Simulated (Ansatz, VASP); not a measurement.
# One calculation of SiNi, two programs

```
CELL_PARAMETERS angstrom
5.15126 0.00000 0.00000
0.00000 3.37776 0.00000
0.00000 0.00000 5.61872
ATOMIC_POSITIONS crystal
Si 0.32135 0.75000 0.08417
Si 0.17865 0.25000 0.58417
Si 0.82135 0.75000 0.41583
Si 0.67865 0.25000 0.91583
Ni 0.00831 0.25000 0.18845
Ni 0.49169 0.75000 0.68845
Ni 0.50831 0.25000 0.31155
Ni 0.99169 0.75000 0.81155
```

Alike in both runs: functional PBE; k mesh 8 × 10 × 6; occupations gaussian, width 0.05 eV; no spin polarisation.

Ansatz relaxed the structure, and its values are those at the end. VASP's run is a single point on that final structure, the one shown.

```csv
,VASP,Ansatz
version,VASP 6.6.1,Ansatz 0.2.0
potentials or method,"VASP PAW PBE potentials, release 64 (Si, Ni), cutoff 520 eV","scalar-relativistic, plane waves, PAW"
valence electrons in the cell,56,88
```

```csv
,VASP,Ansatz,Ansatz less VASP
gap on the k mesh at the Fermi level (eV),none,none,-
pressure (GPa),0.0,0.0,0.00
rms of the force components (eV/Å),0.005,0.001,-0.0039
```

A gap of «none» marks a metal or a gap that the smearing closes. VASP's potentials hold 56 valence electrons a cell and Ansatz's 88, so a difference there can come from the potentials and not from the codes.
